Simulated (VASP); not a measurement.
Runs of VASP 6.6.1 on Ba. The structure is that of space group Pm-3m (No. 221), or close to it. The cells are those of the table. This isn't the form of Ba at room conditions, which is bcc.

```csv
task,cell,cutoff (eV),gap on the mesh (eV),pressure (GPa)
relaxation of cell and atoms,"relaxed from a = 4.110 Å, 1 atom",600,none,0.0
single point,"a = 3.043 Å, 1 atom",520,none,25.1
single point,"a = 2.869 Å, 1 atom",520,none,50.1
single point,"a = 3.957 Å, 1 atom",520,none,0.1
relaxation of cell and atoms,"relaxed to 20 GPa from a = 4.110 Å, 1 atom",600,none,20.0
single point,"a = 2.780 Å, 1 atom",520,none,(a)
```

Alike in all rows: level PBE; potentials or basis VASP PAW PBE potentials, release 64 (Ba_sv); no spin polarisation; k mesh 10 × 10 × 10; smearing fermi-dirac 0.1 eV.

**Question.** Estimate the missing entries.

**Answer.** (a) 74.6.

Caveats: spin-orbit coupling is left out, which moves the levels of the heavy elements; the cell stands under pressure (at least some runs); the cell is relaxed towards a set pressure, so the run minimises the enthalpy, not the energy (at least some runs).

A k mesh can miss the band edges, and the runs leave out spin-orbit coupling on Ba.

A gap of «none» marks levels without a gap at the run's occupations.
